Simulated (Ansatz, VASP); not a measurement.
**Two plane-wave programs on Be**

The input INCAR:

```
SYSTEM = Be
PREC     = Accurate       ! precision mode
ENCUT    = 520            ! plane-wave cutoff, eV
EDIFF    = 1E-6           ! SCF threshold, eV
ISMEAR   = -1             ! smearing method
SIGMA    = 0.1            ! smearing width, eV
LREAL    = .FALSE.        ! projectors in reciprocal space
LASPH    = .TRUE.         ! aspherical terms in the spheres
NELM     = 100            ! most SCF steps
ALGO     = Normal         ! electronic algorithm
ISIF     = 2              ! what is computed and relaxed
LWAVE    = .FALSE.        ! write WAVECAR
LCHARG   = .FALSE.        ! write CHGCAR
GGA      = CA             ! functional
NBANDS   = 10             ! bands
```

File KPOINTS:

```
regular mesh
0
G
  12 12 16
  0 0 0
```

POSCAR

```
Be
1.0
    3.6545632024      0.0000000000      0.0000000000
   -1.8272816012      3.1649445730      0.0000000000
    0.0000000000      0.0000000000      2.2316387617
Be
3
Direct
    1.0000000000      1.0000000000      1.0000000000
    0.3333333333      0.6666666667      0.5000000000
    0.6666666667      0.3333333333      0.5000000000
```

Input for Ansatz:

```yaml
crystal:
  lattice:
    - [3.6545632024, 0.0, 0.0]
    - [-1.8272816012, 3.164944573, 0.0]
    - [0.0, 0.0, 2.2316387617]
  atoms:
    - { symbol: Be, position: [1.0, 1.0, 1.0] }
    - { symbol: Be, position: [0.3333333333, 0.6666666667, 0.5] }
    - { symbol: Be, position: [0.6666666667, 0.3333333333, 0.5] }
hamiltonian:
  xc: lda
  pseudopotentials:
    kind: paw
    azcp:
      Be: "pseudopotentials/Be.paw.azcp"
basis:
  ecutwfc: 420
  fft_grid_basis: typed
kpoints:
  mp_grid: { grid: [12, 12, 16], shift: [0, 0, 0] }
magnetization:
  spin_polarized: false
scf:
  occupations: { method: fermi_dirac, width: 0.1 }
  lower_state_search: "off"
output:
  stress: true
  write_density: true
  write_potential: true
  elf: true
  volumetric_format: npy
```

Alike in both runs: task single point; functional LDA; k mesh 12 × 12 × 16; occupations fermi-dirac, width 0.1 eV; no spin polarisation.

|  | VASP | Ansatz |
| --- | --- | --- |
| version | VASP 6.6.1 | Ansatz 0.2.0 |
| potentials or method | VASP PAW LDA potentials, release 64 (Be), cutoff 520 eV | plane waves (420 eV) with PAW, scalar-relativistic |
| valence electrons in the cell | 6 | 6 |

|  | VASP | Ansatz | Ansatz less VASP |
| --- | --- | --- | --- |
| pressure (GPa) | -11.3 | -11.6 | -0.30 |
| traceless stress, the component that is largest in VASP (GPa) | 2.50 | 2.50 | +0.004 |

Ansatz warns that its potentials were made for another functional, while VASP's fit it. LDA's correlation is that of Perdew and Zunger in VASP and of Perdew and Wang (1992) in Ansatz.
